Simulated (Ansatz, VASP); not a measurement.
## One calculation of CaBN, two programs

The input INCAR:

```
SYSTEM = CaBN
ALGO = Normal
EDIFF = 1E-6
ENCUT = 520
GGA = PE
ISIF = 2
ISMEAR = -1
LASPH = .True.
LCHARG = .False.
LREAL = .False.
LWAVE = .False.
NBANDS = 27
NELM = 60
PREC = Accurate
SIGMA = 0.1
```

The input KPOINTS:

```
k-points
0
Gamma
  10 10 5
  0 0 0
```

POSCAR

```
CaBN
1.0
    3.3336530000      0.0000000000      0.0000000000
    0.0000000000      3.3336530000      0.0000000000
    0.0000000000      0.0000000000      7.0576320000
B Ca N
2 2 2
Direct
    0.0000000000      0.5000000000      0.0839000000
    0.5000000000      0.0000000000      0.9161000000
    0.0000000000      0.5000000000      0.6503000000
    0.5000000000      0.0000000000      0.3497000000
    0.0000000000      0.5000000000      0.3300000000
    0.5000000000      0.0000000000      0.6700000000
```

Input for Ansatz:

```yaml
crystal:
  lattice:
    - [3.333653, 0.0, 0.0]
    - [0.0, 3.333653, 0.0]
    - [0.0, 0.0, 7.057632]
  atoms:
    - { symbol: B, position: [0.0, 0.5, 0.0839] }
    - { symbol: B, position: [0.5, 0.0, 0.9161] }
    - { symbol: Ca, position: [0.0, 0.5, 0.6503] }
    - { symbol: Ca, position: [0.5, 0.0, 0.3497] }
    - { symbol: "N", position: [0.0, 0.5, 0.33] }
    - { symbol: "N", position: [0.5, 0.0, 0.67] }
  symmetry: { tolerance: 0.0003 }
kpoints:
  mp_grid: { grid: [10, 10, 5], shift: [0, 0, 0] }
  band_path:
    path:
      - [0.0, 0.0, 0.0]
      - [0.0, 0.5, 0.0]
      - [0.5, 0.5, 0.0]
      - [0.0, 0.0, 0.0]
      - [0.0, 0.0, 0.5]
      - [0.0, 0.5, 0.5]
      - [0.5, 0.5, 0.5]
      - [0.0, 0.0, 0.5]
      - [0.0, 0.5, 0.0]
      - [0.0, 0.5, 0.5]
      - [0.5, 0.5, 0.0]
    npoints: 6
magnetization:
  spin_polarized: false
scf:
  occupations: { method: fermi_dirac }
  lower_state_search: "off"
  max_iter: 200
hamiltonian:
  pseudopotentials: { kind: paw }
  xc: pbe
basis:
  ecutwfc: 420
  fft_grid_basis: typed
output:
  forces: true
  stress: true
  eigenvalues: true
  bader: true
  populations: true
  elf: true
  write_potential: true
  volumetric_format: npy
  dos:
    e_range: [-12, 8]
    de: 0.05
    projected: { site_lists: { B: [B], Ca: [Ca], "N": ["N"] } }
checkpoint:
  read: saved_state
```

Alike in both runs: task single point; functional PBE; k mesh 10 × 10 × 5; no spin polarisation.

|  | VASP | Ansatz |
| --- | --- | --- |
| version | VASP 6.6.1 | Ansatz 0.2.0 |
| potentials or method | VASP PAW PBE potentials, release 64 (B, Ca_sv, N), cutoff 520 eV | PAW plane waves |
| occupations | fermi-dirac, width 0.1 eV | fermi-dirac |
| valence electrons in the cell | 36 | 36 |

Ansatz gave:

| Quantity | Value |
| --- | --- |
| pressure (GPa) | -4.5 |
| traceless stress, the component that is largest in VASP (GPa) | -30.86 |
| rms of the force components (eV/Å) | 2.391 |

**Question.** Estimate VASP's values.

**Answer.** Pressure (GPa): -4.0; traceless stress, the component that is largest in VASP (GPa): -30.96; rms of the force components (eV/Å): 2.403.

Atom by atom the forces differ by 0.018 eV/Å (rms over components).
